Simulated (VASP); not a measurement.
CdSe:

```
Cd Se
1.0
     0.00000    3.07027    3.07027
     3.07027    0.00000    3.07027
     3.07027    3.07027    0.00000
Cd Se
1 1
Cartesian
  0.0000 0.0000 0.0000
  1.5351 1.5351 1.5351
```

- Program: VASP 6.6.1
- Task: relaxation of cell and atoms
- Functional: RPBE
- Dispersion: D3(BJ)
- Potentials or basis: VASP PAW PBE potentials, release 64 (Cd, Se)
- Cutoff: 600 eV
- k mesh: 8 × 8 × 8
- Occupations: fermi-dirac, width 0.05 eV
- Spin: no spin polarisation

At the start: pressure -4.7 GPa; volume 28.94 Å³/atom.

Q: How do energy, volume and symmetry change on relaxing?

A: Over 3 steps the energy falls by 40.1 meV/atom and the volume is 26.40 Å³/atom (-8.8 %); space group F-43m (No. 216, to 0.1 Å) before and after.

The path:
| step | energy change (eV) | largest force (eV/Å) | pressure (GPa) | volume (Å³) |
| --- | --- | --- | --- | --- |
| 1 | 0.0000 | 0.0000 | -4.65 | 57.88 |
| 2 | -0.0694 | 0.0000 | 2.15 | 51.13 |
| 3 | -0.0803 | 0.0000 | 0.01 | 52.79 |

Final structure:
```yaml
crystal:
  lattice:
    - [0.00000, 2.97752, 2.97752]
    - [2.97752, 0.00000, 2.97752]
    - [2.97752, 2.97752, 0.00000]
  atoms:
    - { symbol: Cd, position: [0.00000, 0.00000, 0.00000] }
    - { symbol: Se, position: [0.25000, 0.25000, 0.25000] }
```

Caveat: the PAW data sets were made with another functional, which shifts forces and pressure a little.
